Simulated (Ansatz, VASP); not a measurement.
## Two plane-wave programs on LiF

File POSCAR:

```
LiF
1.0
    0.0000000000      2.0492450000      2.0140000000
    2.0140000000      0.0000000000      2.0140000000
    2.0140000000      2.0492450000      0.0000000000
Li F
1 1
Direct
    0.0000000000      0.0000000000      0.0000000000
    0.5000000000      0.5000000000      0.5000000000
```

The input INCAR.step1:

```
PREC = Accurate ; ENCUT = 520
ISMEAR = 0 ; SIGMA = 0.05
LREAL = F ; LASPH = T
NELM = 80 ; NBANDS = 12
GGA = PE ; ALGO = Normal
EDIFF = 1E-4 ; LWAVE = T
LCHARG = F
```

Contents of INCAR.step2:

```
PREC = Accurate ; ENCUT = 520
EDIFF = 1E-7 ; ISMEAR = 0
SIGMA = 0.05 ; LREAL = F
LASPH = T ; NELM = 80
ALGO = Normal ; ISIF = 2
LWAVE = F ; LCHARG = F
METAGGA = R2SCAN ; LMIXTAU = T
NBANDS = 12 ; ISTART = 1
```

File KPOINTS:

```
Automatic mesh
0
Gamma
  10 10 10
```

Input for Ansatz:

```yaml
crystal:
  lattice:
    - [0.0, 2.049245, 2.014]
    - [2.014, 0.0, 2.014]
    - [2.014, 2.049245, 0.0]
  atoms:
    - { symbol: Li, position: [0.0, 0.0, 0.0] }
    - { symbol: F, position: [0.5, 0.5, 0.5] }
basis:
  ecutwfc: 500
kpoints:
  mp_grid: { grid: [10, 10, 10] }
hamiltonian:
  xc: r2scan
scf:
  occupations: { method: gaussian, width: 0.05 }
output:
  forces: true
  stress: true
  eigenvalues: true
```

Change from the starting cell: strain +0.0175 x Voigt [0, 1, 0, 0, 0, 0], atoms carried along.

Alike in both runs: task single point; functional r2SCAN; k mesh 10 × 10 × 10; occupations gaussian, width 0.05 eV; no spin polarisation.

|  | VASP | Ansatz |
| --- | --- | --- |
| version | VASP 6.6.1 | Ansatz 0.2.0 |
| potentials or method | VASP PAW PBE potentials, release 64 (Li_sv, F), cutoff 520 eV | scalar-relativistic, plane waves, PAW |
| valence electrons in the cell | 10 | 10 |

Ansatz gave:

```
gap on the k mesh at the Fermi level (eV) : 9.87
least direct gap on the mesh (eV)         : 9.87
```

Task: What did VASP give for the same quantities?

Result: gap on the k mesh at the Fermi level (eV): 10.07; least direct gap on the mesh (eV): 10.07.

VASP's potentials were made for PBE, not for r2SCAN. With one functional, cell and mesh, what is left measures potentials, basis and numerics.

Noted on VASP's run: the cutoff is short for stress, so the pressure is rough.
